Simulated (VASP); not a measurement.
Wanted: the native input for a VASP 6.6.1 run.

* Task: single point
* Functional: r2SCAN
* Potentials or basis: VASP PAW PBE potentials, release 64 (Hf_pv, C)
* Cutoff: 520 eV
* k mesh: 12 × 12 × 12
* Occupations: gaussian, width 0.05 eV
* Spin: no spin polarisation
* Dipole correction: no
* Further INCAR settings: ALGO = Normal; EDIFF = 1e-06; NBANDS = 14

Crystal: HfC.

```
Hf C
1.0
     3.22835    0.00000    0.00000
    -1.61417    2.79583    0.00000
     0.00000    0.00000    2.89901
Hf C
1 1
Direct
  0.00000 0.00000 0.00000
  0.66667 0.33333 0.50000
```

The input as run:

POSCAR

```
HfC
1.0
    3.2283481484      0.0000000000      0.0000000000
   -1.6141740742      2.7958315087      0.0000000000
    0.0000000000      0.0000000000      2.8990069144
Hf C
1 1
Direct
    0.0000000000      0.0000000000      0.0000000000
    0.6666666667      0.3333333333      0.5000000000
```

INCAR.step1

```
SYSTEM = HfC
  ALGO = Normal
  EDIFF = 1E-4
  ENCUT = 520
  GGA = PE
  ISMEAR = 0
  LASPH = .True.
  LCHARG = .False.
  LREAL = .False.
  LWAVE = .True.
  NBANDS = 14
  NELM = 60
  PREC = Accurate
  SIGMA = 0.05
```

INCAR.step2

```
SYSTEM = HfC
  ALGO = Normal
  EDIFF = 1E-6
  ENCUT = 520
  ISIF = 2
  ISMEAR = 0
  ISTART = 1
  LASPH = .True.
  LCHARG = .True.
  LELF = .True.
  LMIXTAU = .True.
  LREAL = .False.
  LVHAR = .True.
  LWAVE = .False.
  METAGGA = R2SCAN
  NBANDS = 14
  NELM = 60
  PREC = Accurate
  SIGMA = 0.05
```

KPOINTS

```
k-points
0
Gamma
  12 12 12
  0 0 0
```

Potentials or basis: VASP PAW PBE potentials, release 64 (Hf_pv, C).

Launch:

```bash
$ cat potpaw_PBE.64/Hf_pv/POTCAR potpaw_PBE.64/C/POTCAR > POTCAR
$ cp INCAR.step1 INCAR
$ mpirun -np 1 vasp_std > vasp.out
$ cp INCAR.step2 INCAR
$ mpirun -np 1 vasp_std > vasp.out
```

Results of the run:

```json
{
  "Pressure": "-1.1 GPa",
  "Band gap on the k mesh": "zero (bands 7 and 8 overlap by 0.10 eV)"
}
```

Caveat: the PAW data sets were made with another functional, which shifts forces and pressure a little; spin-orbit coupling is left out, which moves the levels of the heavy elements.

Wall time 2.8 min on 1 thread of Intel Xeon 8259CL (shared host), peak memory 0.18 GiB.
